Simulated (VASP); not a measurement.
SrCl2, 3 atoms in the cell. Symmetry: Fm-3m, No. 225, cubic system. Conventional cell: a = 6.977 Å, b = 6.977 Å, c = 6.977 Å, α = 90.00°, β = 90.00°, γ = 90.00°. Within 4.0 Å of Sr (site symmetry m-3m) lie 8 Cl at 3.02 Å. Within 4.0 Å of Cl (site symmetry -43m) lie 4 Sr at 3.02 Å and 6 Cl at 3.49 Å. 

```yaml
Program: VASP 6.6.1
Task: single point
Functional: PBE-based screened hybrid with 50 % exact exchange
Potentials_or_basis: VASP PAW PBE potentials, release 64 (Sr_sv, Cl)
Cutoff: 520 eV
k_mesh: 4 × 4 × 4
Occupations: fermi-dirac, width 0.05 eV
Spin: no spin polarisation
Dipole_correction: no
Grid_for_exact_exchange_PRECFOCK: Normal
Share_of_exact_exchange: 0.5
Further_INCAR_settings: ALGO = Normal; EDIFF = 1e-06; NBANDS = 19
Screening_parameter: 0.20787 1/Å
```

Potentials or basis: VASP PAW PBE potentials, release 64 (Sr_sv, Cl).

Launch:

```bash
$ cat potpaw_PBE.64/Sr_sv/POTCAR potpaw_PBE.64/Cl/POTCAR > POTCAR
$ cp INCAR.step1 INCAR
$ mpirun -np 1 vasp_std > vasp.out
$ cp INCAR.step2 INCAR
$ mpirun -np 1 vasp_std > vasp.out
```

Hardware: 1 thread of AMD EPYC 7R43 64-Core Processor (Zen 3), on a shared host.

Question: Estimate the wall time of this run.

Answer: Run time: 22 min on 1 thread of AMD EPYC 7R43 64-Core Processor (Zen 3) (shared host), peak memory 0.31 GiB. Counts: k points 8.
